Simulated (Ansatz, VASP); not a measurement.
# One calculation of Ti2SeS, two programs

```xyz
4
Lattice="3.3422 0.0000 0.0000 -1.6711 2.8944 0.0000 0.0000 0.0000 6.6270" Properties=species:S:1:pos:R:3 pbc="T T T"
Ti    0.0000    0.0000    1.5772
Ti    0.0000    0.0000    5.0498
Se    0.0000    1.9296    3.3135
S     0.0000    1.9296    0.0000
```

Alike in both runs: functional PBE; k mesh 12 × 12 × 6; occupations gaussian, width 0.1 eV; no spin polarisation.

Ansatz relaxed the structure, and its values are those at the end. VASP's run is a single point on that final structure, the one shown.

|  | VASP | Ansatz |
| --- | --- | --- |
| version | VASP 6.6.1 | Ansatz 0.2.0 |
| potentials or method | VASP PAW PBE potentials, release 64 (Ti_sv, Se, S), cutoff 520 eV | scalar-relativistic, plane waves, PAW |
| valence electrons in the cell | 36 | 46 |

Ansatz gave:

```
gap on the k mesh at the Fermi level (eV) : none
pressure (GPa)                            : 0.0
```

Task: What did VASP give for the same quantities?

Result: gap on the k mesh at the Fermi level (eV): none; pressure (GPa): 0.1.

A gap of «none» marks a metal or a gap that the smearing closes. VASP's potentials hold 36 valence electrons a cell and Ansatz's 46, so a difference there can come from the potentials and not from the codes.
